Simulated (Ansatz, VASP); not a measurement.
Ta: VASP beside Ansatz

The input INCAR:

```
PREC     = Accurate       # precision mode
ENCUT    = 520            # plane-wave cutoff, eV
EDIFF    = 1E-8           # SCF threshold, eV
ISMEAR   = -1             # smearing method
SIGMA    = 0.08           # smearing width, eV
LREAL    = F              # projectors in reciprocal space
LASPH    = T              # aspherical terms in the spheres
NELM     = 100            # most SCF steps
ALGO     = Normal         # electronic algorithm
ISIF     = 2              # what is computed and relaxed
LWAVE    = F              # write WAVECAR
LCHARG   = F              # write CHGCAR
GGA      = PE             # functional
LEFG     = T            
NBANDS   = 12             # bands
```

File KPOINTS:

```
Automatic mesh
0
Gamma
  17 17 17
```

POSCAR

```
Ta
1.0
   -1.6182544000      1.6512800000      1.6512800000
    1.6512800000     -1.6182544000      1.6512800000
    1.6512800000      1.6512800000     -1.6182544000
Ta
1
Direct
    0.0000000000      0.0000000000      0.0000000000
```

Input for Ansatz:

```yaml
crystal:
  lattice:
    - [-1.6182544, 1.65128, 1.65128]
    - [1.65128, -1.6182544, 1.65128]
    - [1.65128, 1.65128, -1.6182544]
  atoms:
    - { symbol: Ta, position: [0.0, 0.0, 0.0] }
kpoints:
  mp_grid: { grid: [17, 17, 17] }
scf:
  occupations: { method: fermi_dirac, width: 0.08 }
hamiltonian:
  xc: pbe
  pseudopotentials: { kind: all_electron, datasets: crystal }
output:
  forces: true
  stress: true
  eigenvalues: true
  efg: { contact_densities: true }
```

Change from the starting cell: equal xy, yz and zx shear strains of +2 %, crystal datasets.

Alike in both runs: task electric field gradients; functional PBE; k mesh 17 × 17 × 17; occupations fermi-dirac, width 0.08 eV; no spin polarisation.

```csv
,VASP,Ansatz
version,VASP 6.6.1,Ansatz 0.2.0
potentials or method,"VASP PAW PBE potentials, release 64 (Ta_pv), cutoff 520 eV","all-electron PAW with datasets made for the crystal, scalar-relativistic"
```

|  | VASP | Ansatz | Ansatz less VASP |
| --- | --- | --- | --- |
| pressure (GPa) | 3.4 | 3.2 | -0.19 |
| traceless stress, the component that is largest in VASP (GPa) | -1.62 | -1.60 | +0.016 |
| size of Vzz on the site where it differs most (V/Å²) | 24.3 | 17.5 | -6.85 |

Ansatz ran all-electron here, and VASP with PAW potentials.

Neither program's run includes spin-orbit coupling.
